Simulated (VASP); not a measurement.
Wanted: the native input for a VASP 6.6.1 run.

```
Task                   : single point
Functional             : r2SCAN
Potentials or basis    : VASP PAW PBE potentials, release 64 (Ti_sv, O)
Cutoff                 : 520 eV
k mesh                 : 6 × 6 × 8
Occupations            : gaussian, width 0.02 eV
Spin                   : no spin polarisation
Hubbard terms          : Ti d U = 4.0 eV
Dipole correction      : no
Further INCAR settings : ALGO = Normal; EDIFF = 1e-06; NBANDS = 33
```

TiO2:

```xyz
6
Lattice="4.8042 0.0000 0.0000 0.0000 4.8042 0.0000 0.0000 0.0000 3.1279" Properties=species:S:1:pos:R:3 pbc="T T T"
Ti    2.4021    2.4021    0.0000
Ti    0.0000    0.0000    1.5639
O     3.3103    3.3103    1.5639
O     3.8960    0.9082    0.0000
O     0.9082    3.8960    0.0000
O     1.4939    1.4939    1.5639
```

These files were run (other wordings do the same):

POSCAR

```
TiO2
1.0
    4.8042153519      0.0000000000      0.0000000000
    0.0000000000      4.8042153519      0.0000000000
    0.0000000000      0.0000000000      3.1278684245
Ti O
2 4
Direct
    0.5000000000      0.5000000000      0.0000000000
    0.0000000000      0.0000000000      0.5000000000
    0.6890494417      0.6890494417      0.5000000000
    0.8109505583      0.1890494417      0.0000000000
    0.1890494417      0.8109505583      0.0000000000
    0.3109505583      0.3109505583      0.5000000000
```

INCAR.step1

```
SYSTEM = TiO2
PREC     = Accurate       ! precision mode
ENCUT    = 520            ! plane-wave cutoff, eV
ISMEAR   = 0              ! smearing method
SIGMA    = 0.02           ! smearing width, eV
LREAL    = .False.        ! projectors in reciprocal space
LASPH    = .True.         ! aspherical terms in the spheres
NELM     = 150            ! most SCF steps
LMAXMIX  = 4              ! l up to which the mixer works
LDAU     = .True.         ! DFT+U
LDAUTYPE = 2            
LDAUL    = 2 -1           ! shell
LDAUU    = 4 0            ! U, eV
LDAUJ    = 0 0          
NBANDS   = 33             ! bands
GGA      = PE             ! functional
ALGO     = Normal         ! electronic algorithm
EDIFF    = 1E-4           ! SCF threshold, eV
LWAVE    = .True.         ! write WAVECAR
LCHARG   = .False.        ! write CHGCAR
```

INCAR.step2

```
SYSTEM = TiO2
PREC     = Accurate       ! precision mode
ENCUT    = 520            ! plane-wave cutoff, eV
EDIFF    = 1E-6           ! SCF threshold, eV
ISMEAR   = 0              ! smearing method
SIGMA    = 0.02           ! smearing width, eV
LREAL    = .False.        ! projectors in reciprocal space
LASPH    = .True.         ! aspherical terms in the spheres
NELM     = 150            ! most SCF steps
ALGO     = Normal         ! electronic algorithm
ISIF     = 2              ! what is computed and relaxed
LWAVE    = .False.        ! write WAVECAR
LCHARG   = .False.        ! write CHGCAR
LMAXMIX  = 4              ! l up to which the mixer works
LDAU     = .True.         ! DFT+U
LDAUTYPE = 2            
LDAUL    = 2 -1           ! shell
LDAUU    = 4 0            ! U, eV
LDAUJ    = 0 0          
LDAUPRINT= 1            
METAGGA  = R2SCAN         ! meta-GGA
LMIXTAU  = .True.       
NBANDS   = 33             ! bands
ISTART   = 1
```

KPOINTS

```
Automatic mesh
0
Gamma
  6 6 8
  0 0 0
```

Potentials or basis: VASP PAW PBE potentials, release 64 (Ti_sv, O).

Launch:

```bash
$ cat potpaw_PBE.64/Ti_sv/POTCAR potpaw_PBE.64/O/POTCAR > POTCAR
$ cp INCAR.step1 INCAR
$ mpirun -np 1 vasp_std > vasp.out
$ cp INCAR.step2 INCAR
$ mpirun -np 1 vasp_std > vasp.out
```

Results of the run:

- Pressure: -20.1 GPa
- Largest force: 0.182 eV/Å
- Band gap on the k mesh: 2.56 eV

Caveat: the stress differs along the axes, from -25 to -18 GPa; the PAW data sets were made with another functional, which shifts forces and pressure a little.

Run time: 2.3 min on 1 thread of Intel(R) Xeon(R) 6975P-C (Granite Rapids) (shared host), peak memory 0.23 GiB.
